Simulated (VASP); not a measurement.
The system is Ga3Bi2N3.

```xyz
8
Lattice="2.6371 1.5225 6.2663 -2.6371 1.5225 6.2663 0.0000 -3.0451 6.2663" Properties=species:S:1:pos:R:3 pbc="T T T"
Ga    0.0000    0.0000    9.3994
Ga    0.0000    0.0000    1.7408
Ga    0.0000    0.0000   17.0581
Bi    0.0000    0.0000   14.1818
Bi    0.0000    0.0000    4.6170
N     0.0000    1.5225    6.2663
N    -1.3186   -0.7613    6.2663
N     1.3186   -0.7613    6.2663
```

The cell was built from a structure type or drawn by symmetry, and may not be a known phase.

| Property | Result |
| --- | --- |
| Program | VASP 6.6.1 |
| Task | relaxation of cell and atoms |
| Functional | PBE |
| Potentials or basis | VASP PAW PBE potentials, release 64 (Ga_d, Bi_d, N) |
| Cutoff | 600 eV |
| k mesh | 3 × 3 × 3 |
| Occupations | gaussian, width 0.15 eV |
| Spin | no spin polarisation |

At the start: pressure 3.0 GPa; volume 18.87 Å³/atom.

How do energy, volume and symmetry change on relaxing?

Over 20 steps the energy falls by 299.4 meV/atom and the volume is 24.16 Å³/atom (+28.0 %); space group R-3m (No. 166, to 0.1 Å) before and after.

Step by step:
```
step  energy change (eV)  largest force (eV/Å)  pressure (GPa)  volume (Å³)
   1              0.0000                1.8894            3.02       150.96
   2             -0.5429                1.0796            1.18       158.84
   3             -0.9268                0.4461            0.34       170.25
   4             -1.2296                0.6284            1.05       194.56
   5             -0.0908                3.1906            2.80       249.37
   6             -1.3140                1.0711            1.76       202.88
   7             -1.5956                0.4704           -2.94       224.78
   8             -1.6398                0.1326           -1.91       218.81
   9             -1.8148                1.1610           -0.67       211.15
  10             -1.8181                1.3517           -0.49       210.23
  11             -2.0405                1.3174           -0.09       203.30
  12             -2.1061                1.0238            4.25       181.52
  13             -2.2309                1.4771            1.49       192.88
  14             -2.2331                1.3469            2.75       187.09
  15             -2.3199                0.2798            1.42       187.67
  16             -2.3201                0.3255            1.47       187.64
  17             -2.3638                0.2373            0.74       189.95
  18             -2.3918                0.1142           -0.30       193.61
  19             -2.3920                0.1029           -0.38       193.98
  20             -2.3950                0.0523           -0.15       193.26
```

Final structure:
```yaml
crystal:
  lattice:
    - [3.23146, 1.86568, 5.34256]
    - [-3.23146, 1.86568, 5.34256]
    - [0.00000, -3.73137, 5.34256]
  atoms:
    - { symbol: Ga, position: [0.50000, 0.50000, 0.50000] }
    - { symbol: Ga, position: [0.07724, 0.07724, 0.07724] }
    - { symbol: Ga, position: [0.92276, 0.92276, 0.92276] }
    - { symbol: Bi, position: [0.72761, 0.72761, 0.72761] }
    - { symbol: Bi, position: [0.27239, 0.27239, 0.27239] }
    - { symbol: N, position: [0.50000, 0.50000, 0.00000] }
    - { symbol: N, position: [0.00000, 0.50000, 0.50000] }
    - { symbol: N, position: [0.50000, 0.00000, 0.50000] }
```

Caveat: the k points lie up to 0.40 Å⁻¹ apart in the final cell; the volume moved by over 15 % at a fixed basis, so the end points are rough; the relaxation stopped at a loose force limit of 0.08 eV/Å, so its end isn't a converged minimum.
